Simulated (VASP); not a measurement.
Wanted: the native input for a VASP 6.6.1 run.

```
Task                   : single point
Functional             : PBE
Potentials or basis    : VASP PAW PBE potentials, release 64 (Hf_pv, C)
Cutoff                 : 600 eV
k mesh                 : 4 × 4 × 4
Occupations            : gaussian, width 0.2 eV
Spin                   : no spin polarisation
Dipole correction      : no
Further INCAR settings : ALGO = Normal; EDIFF = 1e-06; NBANDS = 30
```

The structure of Hf4C lies in POSCAR:

```
Hf4C
1.0
    4.5638850316      0.0000000000      0.0000000000
    0.0000000000      4.5638850316      0.0000000000
    0.0000000000      0.0000000000      4.5638850316
Hf C
4 1
Direct
    0.0000000000      0.5000000000      0.5000000000
    0.5000000000      0.0000000000      0.5000000000
    0.5000000000      0.5000000000      0.0000000000
    0.0000000000      0.0000000000      0.0000000000
    0.5000000000      0.5000000000      0.5000000000
```

One way to write it, as run:

INCAR

```
PREC = Accurate ; ENCUT = 600
EDIFF = 1E-6 ; ISMEAR = 0
SIGMA = 0.2 ; LREAL = False
LASPH = True ; NELM = 120
ALGO = Normal ; ISIF = 2
LWAVE = False ; LCHARG = False
GGA = PE ; NBANDS = 30
GGA_COMPAT = False
```

KPOINTS

```
regular mesh
0
Gamma
  4 4 4
```

Potentials or basis: VASP PAW PBE potentials, release 64 (Hf_pv, C).

Run with:

```console
$ cat potpaw_PBE.64/Hf_pv/POTCAR potpaw_PBE.64/C/POTCAR > POTCAR
$ mpirun -np 1 vasp_std > vasp.out
```

Results of the run:

The pressure is -0.4 GPa and the band gap on the k mesh is zero (band 22 reaches 5.26 eV, above the bottom of band 23 at 4.49 eV).

Caveat: spin-orbit coupling is left out, which moves the levels of the heavy elements.

Wall time 14 s on 1 thread of Intel(R) Xeon(R) 6975P-C (Granite Rapids), on a shared host, peak memory 0.21 GiB.
